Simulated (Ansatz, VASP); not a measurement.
## One calculation of CdTe, two programs

Contents of POSCAR:

```
CdTe
1.0
    0.0000000000      3.1927083098      3.2799551159
    3.1927083098      0.0000000000      3.2799551159
    3.1927083098      3.1927083098      0.0000000000
Cd Te
1 1
Direct
    0.0000000000      0.0000000000      0.0000000000
    0.2500000000      0.2500000000      0.2500000000
```

File INCAR.step1:

```
PREC = Accurate
ENCUT = 520
ISMEAR = 0
SIGMA = 0.01
LREAL = False
LASPH = True
NELM = 100
NBANDS = 16
GGA = PE
ALGO = Normal
EDIFF = 1E-4
LWAVE = True
LCHARG = False
```

File INCAR.step2:

```
PREC = Accurate
ENCUT = 520
EDIFF = 1E-6
ISMEAR = 0
SIGMA = 0.01
LREAL = False
LASPH = True
NELM = 100
ALGO = Normal
ISIF = 2
LWAVE = False
LCHARG = True
METAGGA = R2SCAN
LMIXTAU = True
LELF = True
LVHAR = True
NBANDS = 16
ISTART = 1
```

The input KPOINTS:

```
regular mesh
0
Gamma
  6 6 6
```

Input for Ansatz:

```yaml
crystal:
  lattice:
    - [0.0, 3.1927083098, 3.2799551159]
    - [3.1927083098, 0.0, 3.2799551159]
    - [3.1927083098, 3.1927083098, 0.0]
  atoms:
    - { symbol: Cd, position: [0.0, 0.0, 0.0] }
    - { symbol: Te, position: [0.25, 0.25, 0.25] }
kpoints:
  mp_grid: { grid: [6, 6, 6] }
  band_path:
    path:
      - [0.0, 0.0, 0.0]
      - [-0.5, -0.5, 0.0]
      - [-0.375, -0.375, 0.25]
      - [-0.375, 0.0, 0.375]
      - [0.0, 0.0, 0.5]
      - [-0.5, -0.25, 0.25]
    npoints: 1
hamiltonian:
  xc: r2scan
scf:
  occupations: { method: fixed }
  n_extra_bands: 4
output:
  forces: true
  stress: true
  eigenvalues: true
  write_density: true
  write_potential: true
  elf: true
  volumetric_format: npy
```

Change from the starting cell: biaxial_xy strain -2.7%.

Alike in both runs: task single point; functional r2SCAN; k mesh 6 × 6 × 6; no spin polarisation.

|  | VASP | Ansatz |
| --- | --- | --- |
| version | VASP 6.6.1 | Ansatz 0.2.0 |
| potentials or method | VASP PAW PBE potentials, release 64 (Cd, Te) | plane waves, PAW |
| plane-wave cutoff (eV) | 520 | 500 |
| occupations | gaussian, width 0.01 eV | fixed |
| valence electrons in the cell | 18 | 36 |

|  | VASP | Ansatz | Ansatz less VASP |
| --- | --- | --- | --- |
| gap on the k mesh at the Fermi level (eV) | 1.30 | 1.30 | +0.005 |
| pressure (GPa) | 2.6 | 2.4 | -0.14 |
| traceless stress, the component that is largest in VASP (GPa) | -0.29 | -0.29 | 0.000 |

VASP's potentials were made for PBE, not for r2SCAN. VASP's potentials hold 18 valence electrons a cell and Ansatz's 36, so a difference there can come from the potentials and not from the codes.

Neither program's run includes spin-orbit coupling.
